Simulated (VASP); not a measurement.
Here is a VASP 6.6.1 calculation.

Contents of INCAR:

```
  PREC = Accurate
  ENCUT = 520
  EDIFF = 1E-6
  ISMEAR = 0
  SIGMA = 0.1
  LREAL = F
  LASPH = T
  NELM = 80
  ALGO = Normal
  ISIF = 2
  LWAVE = F
  LCHARG = F
  LDIPOL = T
  IDIPOL = 3
  DIPOL = 0.5 0.5 0.314
  GGA = PE
  NBANDS = 38
```

File KPOINTS:

```
Automatic mesh
0
Gamma
  6 3 1
```

The input POSCAR:

```
HC6
1.0
    4.9326910638      0.0000000000      0.0000000000
    0.0000000000      8.5222964205      0.0000000000
    0.0000000000      0.0000000000     22.9416055954
C H
12 2
Direct
    0.0000000000      0.0000000000      0.1743557130
    0.5000000000      0.0000000000      0.1743557130
    0.2500000000      0.0000000000      0.2053898368
    0.7500000000      0.0000000000      0.2053898368
    0.2500000000      0.0000000000      0.2674580844
    0.7500000000      0.0000000000      0.2674580844
    0.0000000000      0.0000000000      0.2977124344
    0.5000000000      0.0000000000      0.2977124344
    0.0000000000      0.0000000000      0.3626190265
    0.5000000000      0.0000000000      0.3626190265
    0.2500000000      0.0000000000      0.3897550046
    0.7500000000      0.0000000000      0.3897550046
    0.1739765890      0.0000000000      0.5030862181
    0.3260234110      0.0000000000      0.5030862181
```

Potentials or basis: VASP PAW PBE potentials, release 64 (C, H).

Launch:

```sh
$ cat potpaw_PBE.64/C/POTCAR potpaw_PBE.64/H/POTCAR > POTCAR
$ mpirun -np 1 vasp_std > vasp.out
```

(1) What does it give for the largest force?

(2) Estimate the band gap on the k mesh.

Answers

(1) 3.255 eV/Å.

(2) 0.08 eV, direct.
